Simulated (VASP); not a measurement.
# BaS (P1) in VASP: a series of runs, part 2 of 2

VASP 6.6.1. The steps go on from the part before.

## (4) Single point, PBE

This run uses another cell than the first one, of 32.74 Å³/atom, 1.005 times its volume.

INCAR reads:

```
SYSTEM = BaS
PREC = Accurate ; ENCUT = 520
EDIFF = 1E-6 ; ISMEAR = 0
SIGMA = 0.01 ; LREAL = .FALSE.
LASPH = .TRUE. ; NELM = 80
ALGO = Normal ; ISIF = 2
LWAVE = .FALSE. ; LCHARG = .FALSE.
GGA = PE ; NBANDS = 15
```

KPOINTS reads:

```
Automatic mesh
0
G
  4 4 4
  0 0 0
```

POSCAR reads:

```
BaS
1.0
    0.0000000000      3.1990640697      3.1990640697
    3.1990640697      0.0000000000      3.1990640697
    3.1990640697      3.1990640697      0.0000000000
Ba S
1 1
Direct
    0.9824600000      0.0176200000      0.0263800000
    0.4703200000      0.4911500000      0.5464300000
```

Potentials or basis: VASP PAW PBE potentials, release 64 (Ba_sv, S).

Run with:

```sh
cat potpaw_PBE.64/Ba_sv/POTCAR potpaw_PBE.64/S/POTCAR > POTCAR
mpirun -np 1 vasp_std > vasp.out
```

OUTCAR:

```text
SYSTEM = BaS
   PREC = Accurate
   ENCUT = 520
   EDIFF = 1E-6
   ISMEAR = 0
   LREAL = .FALSE.
   LASPH = .TRUE.
   NELM = 80
   ISIF = 2
   GGA = PE

 ion  position               nearest neighbor table
   1  0.982  0.018  0.026-   2 3.08   2 3.18   2 3.18   2 3.22   2 3.23   2 3.32
   2  0.470  0.491  0.546-   1 3.08   1 3.18   1 3.18   1 3.22   1 3.23   1 3.32

  LATTYP: Found a face centered cubic cell.
 ALAT       =     6.3981281394

  Lattice vectors:

 A1 = (   0.0000000000,   3.1990640697,   3.1990640697)
 A2 = (   3.1990640697,   0.0000000000,   3.1990640697)
 A3 = (   3.1990640697,   3.1990640697,   0.0000000000)

Analysis of symmetry for initial positions (statically):
=====================================================================
 Subroutine PRICEL returns:
 Original cell was already a primitive cell.

 Routine SETGRP: Setting up the symmetry group for a
 face centered cubic supercell.

 Subroutine GETGRP returns: Found  1 space group operations
 (whereof  1 operations were pure point group operations)
 out of a pool of 48 trial point group operations.

The static configuration has the point symmetry C_1 .

Analysis of symmetry for dynamics (positions and initial velocities):
[... 180 lines left out ...]
     12       5.3403      0.00000
     13       6.2254      0.00000
     14       6.2781      0.00000
[... 401 lines left out ...]
      2     -10.5322      2.00000
      3      -9.9294      2.00000
      4      -9.8346      2.00000
      5      -8.1610      2.00000
      6       0.2378      2.00000
      7       0.6537      2.00000
      8       0.8228      2.00000
      9       4.8642      0.00000
     10       7.3785      0.00000
     11       8.1307      0.00000
     12       8.2697      0.00000
     13       8.5444      0.00000
     14       9.8641      0.00000
     15      10.1725      0.00000

 [... further k-points ...]

------------------------ aborting loop because EDIFF is reached ----------------------------------------

  FORCE on cell =-STRESS in cart. coord.  units (eV):
  Direction    XX          YY          ZZ          XY          YZ          ZX
  --------------------------------------------------------------------------------------
  -------------------------------------------------------------------------------------
  Total        0.4755674      0.4796674      0.7539929      0.0016988      0.0107218     -0.0087113
  in kB       11.6365391     11.7368607     18.4492626      0.0415681      0.2623496     -0.2131536
  external PRESSURE =      13.9408875 kB  Pullay stress =       0.0000000 kB

 VOLUME and BASIS-vectors are now :
 -----------------------------------------------------------------------------
  energy-cutoff  :      520.00
  volume of cell :       65.48
      direct lattice vectors                 reciprocal lattice vectors
     0.000000000  3.199064070  3.199064070    -0.156295713  0.156295713  0.156295713
     3.199064070  0.000000000  3.199064070     0.156295713 -0.156295713  0.156295713
     3.199064070  3.199064070  0.000000000     0.156295713  0.156295713 -0.156295713

 POSITION                                       TOTAL-FORCE (eV/Angst)
 -----------------------------------------------------------------------------------
      0.14076      3.22734      3.19932        -0.039710      0.049026     -0.260558
      3.31928      3.25265      3.07580         0.039710     -0.049026      0.260558
 -----------------------------------------------------------------------------------
    total drift:                               -0.000024      0.000064     -0.000018

  FREE ENERGIE OF THE ION-ELECTRON SYSTEM (eV)
  ---------------------------------------------------
  free  energy   TOTEN  =       -10.1659773528 eV

  energy  without entropy=      -10.1659773528  energy(sigma->0) =      -10.16597735
```

OSZICAR:

```text
N       E                     dE             d eps       ncg     rms          rms(c)
DAV:   1     0.798358832674E+02    0.79836E+02   -0.67807E+03  1080   0.923E+02
DAV:   2    -0.578901476432E+01   -0.85625E+02   -0.77739E+02  1467   0.169E+02
DAV:   3    -0.105402322003E+02   -0.47512E+01   -0.47183E+01  1508   0.411E+01
DAV:   4    -0.106538957295E+02   -0.11366E+00   -0.11364E+00  1414   0.641E+00
DAV:   5    -0.106563500939E+02   -0.24544E-02   -0.24543E-02  1475   0.790E-01    0.483E+00
DAV:   6    -0.101486394267E+02    0.50771E+00   -0.69196E-01  1206   0.499E+00    0.329E+00
DAV:   7    -0.101505074243E+02   -0.18680E-02   -0.19609E-01  1406   0.245E+00    0.215E+00
DAV:   8    -0.101634032887E+02   -0.12896E-01   -0.21700E-02  1241   0.105E+00    0.250E-01
DAV:   9    -0.101650097450E+02   -0.16065E-02   -0.34983E-03  1367   0.455E-01    0.159E-01
DAV:  10    -0.101658599540E+02   -0.85021E-03   -0.86971E-04  1164   0.196E-01    0.476E-02
DAV:  11    -0.101659744585E+02   -0.11450E-03   -0.15432E-04  1360   0.759E-02    0.125E-02
DAV:  12    -0.101659768922E+02   -0.24336E-05   -0.53427E-06  1297   0.152E-02    0.733E-03
DAV:  13    -0.101659773528E+02   -0.46060E-06   -0.11610E-06  1310   0.656E-03
   1 F= -.10165977E+02 E0= -.10165977E+02  d E =-.509000E-55
```

stdout:

```text
POSCAR found type information on POSCAR BaS
 POSCAR found :  2 types and       2 ions
 scaLAPACK will be used
 LDA part: xc-table for (Slater+PW92), standard interpolation
 POSCAR, INCAR and KPOINTS ok, starting setup
 FFT: planning ... GRIDC
 FFT: planning ... GRID_SOFT
 FFT: planning ... GRID
 WAVECAR not read
 entering main loop
```

Wall time 18 s (1 thread of AMD EPYC 9R45 (Zen 5), shared host); peak memory 0.19 GiB.

What came out:

| Item | Value |
| --- | --- |
| Free energy | -10.1660 eV |
| Pressure | 1.4 GPa |
| Largest force | 0.268 eV/Å |
| Band gap on the k mesh | 2.14 eV, indirect (least direct gap 2.26 eV) |

Forces on the atoms (eV/Å):
```
Ba  -0.040  0.049 -0.261
S    0.040 -0.049  0.261
```

Levels at points of the mesh, in eV from the valence-band top:
```tsv
k point	band 5	band 6	band 7	band 8	band 9	band 10	band 11	band 12
(0.00, 0.00, 0.00)	-10.31	-0.01	0.00	0.00	3.59	3.89	3.92	3.93
(0.50, 0.00, 0.00)	-9.10	-1.90	-1.05	-1.04	5.51	5.66	6.30	6.32
(0.00, 0.50, 0.00)	-9.11	-1.90	-1.06	-1.05	5.47	5.76	6.31	6.31
(0.00, 0.00, 0.50)	-9.11	-1.90	-1.05	-1.04	5.48	5.71	6.30	6.32
(0.50, 0.50, 0.50)	-9.10	-1.90	-1.05	-1.04	5.49	5.70	6.30	6.32
(0.50, 0.50, 0.00)	-10.19	-0.49	-0.12	-0.12	2.14	5.96	6.01	7.37
(0.00, 0.50, 0.50)	-10.20	-0.51	-0.17	-0.12	2.21	5.96	5.99	7.49
(0.50, 0.00, 0.50)	-10.20	-0.51	-0.17	-0.12	2.21	5.96	5.99	7.49
```

Caveat: the k points lie up to 0.43 Å⁻¹ apart; spin-orbit coupling is left out, which moves the levels of the heavy elements. A k mesh can miss the band edges.

## (5) Single point, PBE

This run uses another cell than the first one, of 32.41 Å³/atom, 0.995 times its volume.

INCAR reads:

```
  PREC = Accurate
  ENCUT = 520
  EDIFF = 1E-6
  ISMEAR = 0
  SIGMA = 0.01
  LREAL = False
  LASPH = True
  NELM = 80
  ALGO = Normal
  ISIF = 2
  LWAVE = False
  LCHARG = False
  GGA = PE
  NBANDS = 15
```

KPOINTS reads:

```
Automatic mesh
0
Gamma
  4 4 4
```

POSCAR reads:

```
BaS
1.0
    0.0000000000      3.1884181871      3.1884181871
    3.1884181871      0.0000000000      3.1884181871
    3.1884181871      3.1884181871      0.0000000000
Ba S
1 1
Direct
    0.9824600000      0.0176200000      0.0263800000
    0.4703200000      0.4911500000      0.5464300000
```

Potentials or basis: VASP PAW PBE potentials, release 64 (Ba_sv, S).

Run with:

```sh
cat potpaw_PBE.64/Ba_sv/POTCAR potpaw_PBE.64/S/POTCAR > POTCAR
mpirun -np 1 vasp_std > vasp.out
```

OUTCAR:

```text
PREC = Accurate
   ENCUT = 520
   EDIFF = 1E-6
   ISMEAR = 0
   LREAL = False
   LASPH = True
   NELM = 80
   ISIF = 2
   GGA = PE

 ion  position               nearest neighbor table
   1  0.982  0.018  0.026-   2 3.07   2 3.17   2 3.17   2 3.21   2 3.22   2 3.31
   2  0.470  0.491  0.546-   1 3.07   1 3.17   1 3.17   1 3.21   1 3.22   1 3.31

  LATTYP: Found a face centered cubic cell.
 ALAT       =     6.3768363742

  Lattice vectors:

 A1 = (   0.0000000000,   3.1884181871,   3.1884181871)
 A2 = (   3.1884181871,   0.0000000000,   3.1884181871)
 A3 = (   3.1884181871,   3.1884181871,   0.0000000000)

Analysis of symmetry for initial positions (statically):
=====================================================================
 Subroutine PRICEL returns:
 Original cell was already a primitive cell.

 Routine SETGRP: Setting up the symmetry group for a
 face centered cubic supercell.

 Subroutine GETGRP returns: Found  1 space group operations
 (whereof  1 operations were pure point group operations)
 out of a pool of 48 trial point group operations.

The static configuration has the point symmetry C_1 .

Analysis of symmetry for dynamics (positions and initial velocities):
=====================================================================
 Subroutine PRICEL returns:
 Original cell was already a primitive cell.

 Routine SETGRP: Setting up the symmetry group for a
 face centered cubic supercell.

 Subroutine GETGRP returns: Found  1 space group operations
 (whereof  1 operations were pure point group operations)
 out of a pool of 48 trial point group operations.

The dynamic configuration has the point symmetry C_1 .

 Subroutine INISYM returns: Found  1 space group operations
 (whereof  1 operations are pure point group operations),
 and found     1 'primitive' translations

----------------------------------------------------------------------------------------

                                     Primitive cell

  volume of cell :      64.8270

  direct lattice vectors                    reciprocal lattice vectors
[... 118 lines left out ...]
 non-spin polarized calculation
 Gauss-broadening in eV      SIGMA  =   0.01
  energy-cutoff  :      520.00
  volume of cell :       64.83
 maximum number of plane-waves:      1807
 NGX is ok and might be reduce to    36

 number of electron      16.0000000 magnetization

 Free energy of the ion-electron system (eV)
  ---------------------------------------------------
  ext. energy  EPLUGINS =         0.00000000
  ---------------------------------------------------
  free energy    TOTEN  =       -10.15922624 eV

  energy without entropy =      -10.15922624  energy(sigma->0) =      -10.15922624

 E-fermi :   1.5075     XC(G=0):  -8.6425

 val. band max:        1.4593051691   @ k =   0.0000   0.0000   0.0000
 cond. band min:       3.5858572656   @ k =   0.5000   0.5000   0.0000
 fundamental gap:      2.1265520965
 Fermi energy:         1.5075397477

 k-point     1 :       0.0000    0.0000    0.0000
  band No.  band energies     occupation
      1     -24.5749      2.00000
      2      -9.6617      2.00000
      3      -9.6308      2.00000
      4      -9.6304      2.00000
      5      -8.8601      2.00000
      6       1.4535      2.00000
      7       1.4541      2.00000
      8       1.4593      2.00000
      9       5.0999      0.00000
     10       5.3551      0.00000
     11       5.3858      0.00000
     12       5.3942      0.00000
     13       6.2891      0.00000
     14       6.3423      0.00000
[... 401 lines left out ...]
      2     -10.4837      2.00000
      3      -9.8532      2.00000
      4      -9.7544      2.00000
      5      -8.0947      2.00000
      6       0.2821      2.00000
      7       0.6990      2.00000
      8       0.8683      2.00000
      9       4.9155      0.00000
     10       7.4710      0.00000
     11       8.2277      0.00000
     12       8.3770      0.00000
     13       8.6416      0.00000
     14       9.9809      0.00000
     15      10.2806      0.00000

 [... further k-points ...]

------------------------ aborting loop because EDIFF is reached ----------------------------------------

  FORCE on cell =-STRESS in cart. coord.  units (eV):
  Direction    XX          YY          ZZ          XY          YZ          ZX
  --------------------------------------------------------------------------------------
  -------------------------------------------------------------------------------------
  Total        0.6620246      0.6662505      0.9488630      0.0018396      0.0114622     -0.0093096
  in kB       16.3617163     16.4661591     23.4508332      0.0454660      0.2832850     -0.2300827
  external PRESSURE =      18.7595695 kB  Pullay stress =       0.0000000 kB

 VOLUME and BASIS-vectors are now :
 -----------------------------------------------------------------------------
  energy-cutoff  :      520.00
  volume of cell :       64.83
      direct lattice vectors                 reciprocal lattice vectors
     0.000000000  3.188418187  3.188418187    -0.156817572  0.156817572  0.156817572
     3.188418187  0.000000000  3.188418187     0.156817572 -0.156817572  0.156817572
     3.188418187  3.188418187  0.000000000     0.156817572  0.156817572 -0.156817572

 POSITION                                       TOTAL-FORCE (eV/Angst)
 -----------------------------------------------------------------------------------
      0.14029      3.21660      3.18867        -0.041444      0.051155     -0.271671
      3.30824      3.24182      3.06557         0.041444     -0.051155      0.271671
 -----------------------------------------------------------------------------------
    total drift:                               -0.000021      0.000055     -0.000035

  FREE ENERGIE OF THE ION-ELECTRON SYSTEM (eV)
  ---------------------------------------------------
  free  energy   TOTEN  =       -10.1592262368 eV

  energy  without entropy=      -10.1592262368  energy(sigma->0) =      -10.15922624
```

It took 18 s on 1 thread of AMD EPYC 9R45 (Zen 5), shared host; peak memory 0.19 GiB.

Results:

```yaml
Free_energy: -10.1592 eV
Pressure: 1.9 GPa
Largest_force: 0.280 eV/Å
Band_gap_on_the_k_mesh: 2.13 eV, indirect (least direct gap 2.24 eV)
```

Forces on the atoms (eV/Å):
```
Ba  -0.041  0.051 -0.272
S    0.041 -0.051  0.272
```

Stress tensor (GPa, compression positive):
```
 1.64  0.00 -0.02
 0.00  1.65  0.03
-0.02  0.03  2.35
```

Levels at points of the mesh, in eV from the valence-band top:
```csv
k point,band 5,band 6,band 7,band 8,band 9,band 10,band 11,band 12
"(0.00, 0.00, 0.00)",-10.32,-0.01,-0.01,0.00,3.64,3.90,3.93,3.93
"(0.50, 0.00, 0.00)",-9.07,-1.92,-1.07,-1.06,5.54,5.69,6.34,6.36
"(0.00, 0.50, 0.00)",-9.08,-1.92,-1.08,-1.07,5.50,5.79,6.35,6.35
"(0.00, 0.00, 0.50)",-9.08,-1.92,-1.07,-1.06,5.51,5.75,6.34,6.36
"(0.50, 0.50, 0.50)",-9.07,-1.92,-1.07,-1.06,5.52,5.73,6.34,6.36
"(0.50, 0.50, 0.00)",-10.21,-0.48,-0.12,-0.11,2.13,5.98,6.07,7.42
"(0.00, 0.50, 0.50)",-10.22,-0.50,-0.17,-0.11,2.19,5.99,6.05,7.54
"(0.50, 0.00, 0.50)",-10.22,-0.50,-0.17,-0.11,2.19,5.99,6.05,7.54
```

Caveat: the k points lie up to 0.43 Å⁻¹ apart; spin-orbit coupling is left out, which moves the levels of the heavy elements.

## (6) Overview

| cell | gap on the mesh (eV) | pressure (GPa) | largest force (eV/Å) |
| --- | --- | --- | --- |
| a = 4.517 Å, angles 60.0°, 2 atoms | 2.14 | 1.6 | 0.28 |
| a = 4.524 Å, angles 60.0°, 2 atoms | 2.14 | 1.4 | 0.27 |
| a = 4.509 Å, angles 60.0°, 2 atoms | 2.13 | 1.9 | 0.28 |

Some of these runs hold the atoms at other places in the same cell, which the table doesn't show; runs alike in all that it shows share one row.

Alike in all rows: task single point; level PBE; potentials or basis VASP PAW PBE potentials, release 64 (Ba_sv, S); no spin polarisation; k mesh 4 × 4 × 4; cutoff (eV) 520; smearing gaussian 0.01 eV.

Caveats: all runs use coarse meshes; spin-orbit coupling is left out, which moves the levels of the heavy elements.

Absolute energies hang on the potentials; compare differences alone.
